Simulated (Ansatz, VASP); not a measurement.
## Two plane-wave programs on P

```
P
1.0
    -3.28373    0.00000    0.00000
     0.00000  -34.85703    4.63208
     0.00000   -0.01976    9.11548
P
8
Direct
  0.00000 0.02943 0.54003
  0.00000 0.02972 0.03172
  0.00000 0.96970 0.98488
  0.00000 0.96999 0.47658
  0.50000 0.96979 0.82441
  0.50000 0.97008 0.31611
  0.50000 0.02934 0.70050
  0.50000 0.02963 0.19219
```

Alike in both runs: task single point; functional PBEsol; k mesh 8 × 1 × 3; occupations gaussian, width 0.05 eV; no spin polarisation.

|  | VASP | Ansatz |
| --- | --- | --- |
| version | VASP 6.6.1 | Ansatz 0.2.0 |
| potentials or method | VASP PAW PBE potentials, release 64 (P), cutoff 520 eV | scalar-relativistic, plane waves, PAW |
| valence electrons in the cell | 40 | 40 |

```csv
,VASP,Ansatz,Ansatz less VASP
gap on the k mesh at the Fermi level (eV),0.85,0.83,-0.015
least direct gap on the mesh (eV),0.85,0.83,-0.015
rms of the force components (eV/Å),0.169,0.178,+0.0085
```

VASP's potentials were made for PBE, not for PBEsol. Atom by atom the forces differ by 0.012 eV/Å (rms over components). The functional is the same, so the differences come from potentials, cutoffs and numerics.
